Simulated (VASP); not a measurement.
Wanted: the native input for a VASP 6.6.1 run.

```yaml
Task: single point
Functional: HSE06
Potentials_or_basis: VASP PAW PBE potentials, release 64 (C)
Cutoff: 520 eV
k_mesh: 9 × 9 × 4
Occupations: gaussian, width 0.01 eV
Spin: no spin polarisation
Dipole_correction: no
Grid_for_exact_exchange_PRECFOCK: Normal
Further_INCAR_settings: ALGO = Normal; EDIFF = 1e-07; NBANDS = 16
Share_of_exact_exchange: 0.25
Screening_parameter: 0.2079 1/Å
```

The system is C.

```xyz
4
Lattice="2.4987 0.0000 0.0000 -1.2494 2.1640 0.0000 0.0000 0.0000 4.1606" Properties=species:S:1:pos:R:3 pbc="T T T"
C     0.0000    1.4426   -0.0008
C     1.2494    0.7213    2.0795
C     0.0000    1.4426    1.5569
C     1.2494    0.7213    3.6372
```

The input as run:

POSCAR

```
C
1.0
    2.4987275326      0.0000000000      0.0000000000
   -1.2493637663      2.1639615204      0.0000000000
    0.0000000000      0.0000000000      4.1605888148
C
4
Direct
    0.3333333333      0.6666666667     -0.0002008250
    0.6666666667      0.3333333333      0.4997991750
    0.3333333333      0.6666666667      0.3742008250
    0.6666666667      0.3333333333      0.8742008250
```

INCAR.step1

```
SYSTEM = C
PREC = Accurate
ENCUT = 520
EDIFF = 1E-5
ISMEAR = 0
SIGMA = 0.01
LREAL = .FALSE.
LASPH = .TRUE.
NELM = 100
ALGO = Normal
ISIF = 2
LWAVE = .TRUE.
LCHARG = .FALSE.
GGA = PE
NBANDS = 16
```

INCAR.step2

```
SYSTEM = C
PREC = Accurate
ENCUT = 520
EDIFF = 1E-7
ISMEAR = 0
SIGMA = 0.01
LREAL = .FALSE.
LASPH = .TRUE.
NELM = 100
ALGO = Normal
ISIF = 2
LWAVE = .FALSE.
LCHARG = .FALSE.
GGA = PE
LHFCALC = .TRUE.
HFSCREEN = 0.2079
PRECFOCK = Normal
ISTART = 1
NBANDS = 16
```

KPOINTS

```
Automatic mesh
0
G
  9 9 4
  0 0 0
```

Potentials or basis: VASP PAW PBE potentials, release 64 (C).

Launch:

```bash
$ cat potpaw_PBE.64/C/POTCAR > POTCAR
$ cp INCAR.step1 INCAR
$ mpirun -np 1 vasp_std > vasp.out
$ cp INCAR.step2 INCAR
$ mpirun -np 1 vasp_std > vasp.out
```

Results of the run:

- Pressure: -2.3 GPa
- Largest force: 0.018 eV/Å
- Band gap on the k mesh: 4.33 eV (least direct gap 6.33 eV)

Caveat: the PAW data sets were made with another functional, which shifts forces and pressure a little.

Run time: 86 min on 1 thread of Oxide Virtual Turin-like Processor (shared host), peak memory 0.21 GiB.
